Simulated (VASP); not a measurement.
# SiGe4 in VASP: single point with LDA

Aim: the single point of SiGe4 with LDA.

Program: VASP 6.6.1. These are calculated values, not measurements. Logs are shortened: lines on timing, memory, paths and dates and some standing lists are left out, and cuts for length are marked.

## (1) The cell of the first run

The cell holds a slab with vacuum, 5 atoms: a = 3.975 Å, b = 3.975 Å, c = 19.618 Å, α = 90.00°, β = 90.00°, γ = 120.00°.

## (2) Single point, LDA

INCAR

```
PREC = Accurate ; ENCUT = 520
EDIFF = 1E-6 ; ISMEAR = 0
SIGMA = 0.1 ; LREAL = F
LASPH = T ; NELM = 80
ALGO = Normal ; ISIF = 2
LWAVE = F ; LCHARG = T
LDIPOL = T ; IDIPOL = 3
DIPOL = 0.5 0.5 0.347 ; GGA = CA
LELF = T ; LVHAR = T
LVACPOTAV = T ; NBANDS = 38
```

KPOINTS

```
regular mesh
0
Gamma
  9 9 1
```

POSCAR

```
SiGe4
1.0
    3.9749475856      0.0000000000      0.0000000000
   -1.9874737928      3.4424055879      0.0000000000
    0.0000000000      0.0000000000     19.6181517136
Ge Si
4 1
Direct
    0.3333333333      0.6666666667      0.2038928059
    0.0000000000      0.0000000000      0.2452515838
    0.0000000000      0.0000000000      0.3764881450
    0.6666666667      0.3333333333      0.4138081830
    1.1666666667      0.6666666667      0.4958059093
```

Potentials or basis: VASP PAW LDA potentials, release 64 (Ge_d, Si).

The run is started by

```
$ cat potpaw_LDA.64/Ge_d/POTCAR potpaw_LDA.64/Si/POTCAR > POTCAR
$ mpirun -np 1 vasp_std > vasp.out
```

OUTCAR:

```text
PREC = Accurate
   ENCUT = 520
   EDIFF = 1E-6
   ISMEAR = 0
   LREAL = F
   LASPH = T
   NELM = 80
   ISIF = 2
   GGA = CA

 ion  position               nearest neighbor table
   1  0.333  0.667  0.204-   2 2.43   2 2.43   2 2.43
   2  0.000  0.000  0.245-   1 2.43   1 2.43   1 2.43   3 2.57
   3  0.000  0.000  0.376-   4 2.41   4 2.41   4 2.41   2 2.57   5 2.92
   4  0.667  0.333  0.414-   5 2.38   3 2.41   3 2.41   3 2.41   5 2.88
   5  0.167  0.667  0.496-   4 2.38   4 2.88   3 2.92

  LATTYP: Found a hexagonal cell.
 ALAT       =     3.9749475856
 C/A-ratio  =     4.9354491578

  Lattice vectors:

 A1 = (   3.9749475856,   0.0000000000,   0.0000000000)
 A2 = (  -1.9874737928,   3.4424055879,   0.0000000000)
 A3 = (   0.0000000000,   0.0000000000,  19.6181517136)

Analysis of symmetry for initial positions (statically):
=====================================================================
 Subroutine PRICEL returns:
 Original cell was already a primitive cell.

 Routine SETGRP: Setting up the symmetry group for a
 hexagonal supercell.

 Subroutine GETGRP returns: Found  1 space group operations
 (whereof  1 operations were pure point group operations)
 out of a pool of 24 trial point group operations.

The static configuration has the point symmetry C_1 .

Analysis of symmetry for dynamics (positions and initial velocities):
=====================================================================
 Subroutine PRICEL returns:
 Original cell was already a primitive cell.

 Routine SETGRP: Setting up the symmetry group for a
 hexagonal supercell.

 Subroutine GETGRP returns: Found  1 space group operations
 (whereof  1 operations were pure point group operations)
 out of a pool of 24 trial point group operations.

The dynamic configuration has the point symmetry C_1 .

 Subroutine INISYM returns: Found  1 space group operations
 (whereof  1 operations are pure point group operations),
 and found     1 'primitive' translations

----------------------------------------------------------------------------------------

                                     Primitive cell

  volume of cell :     268.4427

  direct lattice vectors                    reciprocal lattice vectors
     3.974947586  0.000000000  0.000000000     0.251575644  0.145247266  0.000000000
    -1.987473793  3.442405588  0.000000000     0.000000000  0.290494532  0.000000000
     0.000000000  0.000000000 19.618151714     0.000000000  0.000000000  0.050973201

  length of vectors
     3.974947586  3.974947586 19.618151714     0.290494532  0.290494532  0.050973201

  position of ions in fractional coordinates (direct lattice)
     0.333333333  0.666666667  0.203892806
     0.000000000  0.000000000  0.245251584
     0.000000000  0.000000000  0.376488145
     0.666666667  0.333333333  0.413808183
     0.166666667  0.666666667  0.495805909

  ion indices of the primitive-cell ions
   primitive index   ion index
                 1           1
                 2           2
                 3           3
                 4           4
                 5           5

----------------------------------------------------------------------------------------

 KPOINTS: regular mesh

Automatic generation of k-mesh.
 Grid dimensions read from file:
 generate k-points for:    9    9    1

 Generating k-lattice:

  Cartesian coordinates                     Fractional coordinates (reciprocal lattice)
     0.027952849  0.016138585  0.000000000     0.111111111  0.000000000  0.000000000
     0.000000000  0.032277170  0.000000000     0.000000000  0.111111111  0.000000000
     0.000000000  0.000000000  0.050973201     0.000000000  0.000000000  1.000000000

  Length of vectors
     0.032277170  0.032277170  0.050973201

  Shift w.r.t. Gamma in fractional coordinates (k-lattice)
     0.000000000  0.000000000  0.000000000

 Subroutine IBZKPT returns following result:
 ===========================================

 Found     41 irreducible k-points:

 Following reciprocal coordinates:
            Coordinates               Weight
  0.000000  0.000000  0.000000      1.000000
  0.111111 -0.000000  0.000000      2.000000
  0.000000  0.111111  0.000000      2.000000
 -0.111111  0.111111  0.000000      2.000000
  0.222222  0.000000  0.000000      2.000000
  0.000000  0.222222  0.000000      2.000000
[... 16 lines left out ...]
  0.333333  0.111111  0.000000      2.000000
 -0.111111  0.444444  0.000000      2.000000
 [... further k-points ...]
   k-points           NKPTS =     41   k-points in BZ     NKDIM =     41   number of bands    NBANDS=     38
   number of dos      NEDOS =    301   number of ions     NIONS =      5
   total plane-waves  NPLWV = 135000
   dimension x,y,z NGX =    30 NGY =   30 NGZ =  150
   dimension x,y,z NGXF=    60 NGYF=   60 NGZF=  300
   ions per type =               4   1
   NGX,Y,Z   is equivalent  to a cutoff of  12.55, 12.55, 12.71 a.u.
   NGXF,Y,Z  is equivalent  to a cutoff of  25.09, 25.09, 25.42 a.u.
 SYSTEM =  unknown system
   PREC   = accura    normal or accurate (medium, high low for compatibility)
   ISTART =      0    job   : 0-new  1-cont  2-samecut
   ICHARG =      2    charge: 1-file 2-atom 10-const
   ISPIN  =      1    spin polarized calculation?
   LNONCOLLINEAR =      F non collinear calculations
   LSORBIT =      F    spin-orbit coupling
   LASPH  =      T    aspherical Exc in radial PAW
   ENCUT  =  520.0 eV  38.22 Ry    6.18 a.u.   7.39  7.39 36.48*2*pi/ulx,y,z
   NELM   =     80;   NELMIN=  2; NELMDL= -5     # of ELM steps
   EDIFF  = 0.1E-05   stopping-criterion for ELM
   LREAL  =      F    real-space projection
[... 7 lines left out ...]
   TEBEG  =    0.0;   TEEND  =   0.0 temperature during run
   PSTRESS=    0.0 pullay stress
   NELECT =      60.0000    total number of electrons
   NUPDOWN=      -1.0000    fix difference up-down
   EMIN   =  10.00;   EMAX   =-10.00  energy-range for DOS
   EFERMI =   0.00;   METHOD = LEGACY
   ISMEAR =     0;   SIGMA  =   0.10  broadening in eV -4-tet -1-fermi 0-gaus
   EFERMI_NEDOS =   21; number of points for ismear=-14 and -15
   IALGO  =     38    algorithm
   IMIX   =      4    mixing-type and parameters
     AMIX     =   0.40;   BMIX     =  1.00
     AMIX_MAG =   1.60;   BMIX_MAG =  1.00
  volume/ion in A,a.u.               =      53.69       362.31
  Fermi-wavevector in a.u.,A,eV,Ry     =   0.993516  1.877472 13.429950  0.987073
  Thomas-Fermi vector in A             =   2.125403
   LORBIT       =      0    0 simple, 1 ext, 2 COOP (PROOUT), +10 PAW based schemes
   GGA     = CA    functional components
   LHFCALC =     F    Hartree Fock is set to
   AEXX    =    0.0000 exact exchange contribution
   IVDW    =     0    specifies the selected vdW correction
   LEPSILON=     F    determine dielectric tensor
   LRPA    =     F    only Hartree local field effects (RPA)
 non-spin polarized calculation
 Gauss-broadening in eV      SIGMA  =   0.10
  energy-cutoff  :      520.00
  volume of cell :      268.44
 maximum number of plane-waves:      7279
 NGX is ok and might be reduce to    30
   NGX = 15   NGY = 15   NGZ = 73

 dipolmoment           0.000000      0.000000      0.034091 electrons x Angstroem

 number of electron      60.0000056 magnetization

 dipolmoment           0.000000      0.000000     -0.023462 electrons x Angstroem

 Free energy of the ion-electron system (eV)
  ---------------------------------------------------
  ext. energy  EPLUGINS =         0.00000000
  ---------------------------------------------------
  free energy    TOTEN  =       -23.15550314 eV

  energy without entropy =      -23.13931294  energy(sigma->0) =      -23.14740804

 E-fermi :  -0.8328     XC(G=0):  -4.9656

 val. band max:       -0.8354565545   @ k =   0.0000   0.3333   0.0000
 cond. band min:      -0.8138745315   @ k =  -0.1111  -0.4444   0.0000
 fundamental gap:      0.0215820230
 Fermi energy:        -0.8327520029

 k-point     1 :       0.0000    0.0000    0.0000
  band No.  band energies     occupation
      1     -25.9748      2.00000
      2     -25.9647      2.00000
      3     -25.9053      2.00000
      4     -25.9020      2.00000
      5     -25.8944      2.00000
      6     -25.6715      2.00000
[... 30 lines left out ...]
     37       3.2142      0.00000
     38       3.3067      0.00000

 k-point     2 :       0.1111   -0.0000    0.0000
  band No.  band energies     occupation
      1     -25.9796      2.00000
      2     -25.9683      2.00000
      3     -25.9056      2.00000
      4     -25.8955      2.00000
      5     -25.8902      2.00000
      6     -25.6773      2.00000
[... 30 lines left out ...]
     37       3.1477      0.00000
     38       3.4493      0.00000

 k-point     3 :       0.0000    0.1111    0.0000
  band No.  band energies     occupation
      1     -25.9781      2.00000
      2     -25.9700      2.00000
      3     -25.9042      2.00000
      4     -25.8970      2.00000
      5     -25.8896      2.00000
      6     -25.6796      2.00000
[... 30 lines left out ...]
     37       3.2069      0.00000
     38       3.5657      0.00000

 k-point     4 :      -0.1111    0.1111    0.0000
  band No.  band energies     occupation
      1     -25.9788      2.00000
      2     -25.9684      2.00000
      3     -25.9046      2.00000
      4     -25.8974      2.00000
      5     -25.8895      2.00000
      6     -25.6802      2.00000
[... 30 lines left out ...]
     37       3.3320      0.00000
     38       3.5399      0.00000
[... 703 lines left out ...]
      4     -25.8810      2.00000
      5     -25.8752      2.00000
      6     -25.6969      2.00000
[... 30 lines left out ...]
     37       4.1256      0.00000
     38       4.2893      0.00000

 k-point    23 :       0.3333    0.1111    0.0000
  band No.  band energies     occupation
      1     -26.0036      2.00000
      2     -25.9640      2.00000
      3     -25.9238      2.00000
      4     -25.8786      2.00000
      5     -25.8668      2.00000
      6     -25.6967      2.00000
[... 30 lines left out ...]
     37       4.2827      0.00000
     38       4.8889      0.00000

 k-point    24 :      -0.1111    0.4444    0.0000
  band No.  band energies     occupation
      1     -26.0001      2.00000
      2     -25.9651      2.00000
      3     -25.9265      2.00000
      4     -25.8761      2.00000
      5     -25.8684      2.00000
      6     -25.6819      2.00000
[... 30 lines left out ...]
     37       4.2200      0.00000
     38       4.8598      0.00000

 [... further k-points ...]

------------------------ aborting loop because EDIFF is reached ----------------------------------------

  FORCE on cell =-STRESS in cart. coord.  units (eV):
  Direction    XX          YY          ZZ          XY          YZ          ZX
  --------------------------------------------------------------------------------------
  -------------------------------------------------------------------------------------
  Total        0.2730244     -0.0567690      0.2115581      0.2875510      0.5531527      0.4023251
  in kB        1.6295230     -0.3388210      1.2626668      1.7162241      3.3014451      2.4012435
  external PRESSURE =       0.8511229 kB  Pullay stress =       0.0000000 kB

 VOLUME and BASIS-vectors are now :
 -----------------------------------------------------------------------------
  energy-cutoff  :      520.00
  volume of cell :      268.44
      direct lattice vectors                 reciprocal lattice vectors
     3.974947586  0.000000000  0.000000000     0.251575644  0.145247266  0.000000000
    -1.987473793  3.442405588  0.000000000     0.000000000  0.290494532  0.000000000
     0.000000000  0.000000000 19.618151714     0.000000000  0.000000000  0.050973201

 POSITION                                       TOTAL-FORCE (eV/Angst)
 -----------------------------------------------------------------------------------
     -0.00000      2.29494      4.00000        -0.069750     -0.022627      0.316151
      0.00000      0.00000      4.81138         0.116573     -0.045131     -0.249439
      0.00000      0.00000      7.38600         0.071718      0.305163     -0.965769
      1.98747      1.14747      8.11815        -0.462466     -0.569496      0.888323
     -0.66249      2.29494      9.72680         0.343925      0.332091      0.010734
 -----------------------------------------------------------------------------------
    total drift:                                0.000103      0.000040     -0.000284

  FREE ENERGIE OF THE ION-ELECTRON SYSTEM (eV)
  ---------------------------------------------------
  free  energy   TOTEN  =       -23.1555031408 eV

  energy  without entropy=      -23.1393129409  energy(sigma->0) =      -23.14740804

 vacuum level on the upper side and lower side of the slab         3.810         4.121
```

Run time: 9.5 min. Hardware: 1 thread of Intel Xeon Platinum 8559C (Emerald Rapids), shared host; peak memory 0.47 GiB.

Results:

- Free energy: -23.1555 eV
- Largest force: 1.152 eV/Å
- Band gap on the k mesh: zero (bands 30 and 31 overlap by 0.48 eV)

Forces on the atoms (eV/Å):
```
Ge  -0.070 -0.023  0.316
Ge   0.117 -0.045 -0.249
Ge   0.072  0.305 -0.966
Ge  -0.462 -0.569  0.888
Si   0.344  0.332  0.011
```

Levels at points of the mesh, in eV from the Fermi level:
```tsv
k point	band 28	band 29	band 30	band 31	band 32	band 33
(0.00, 0.00, 0.00)	-0.17	-0.16	-0.06	1.01	1.07	1.44
```
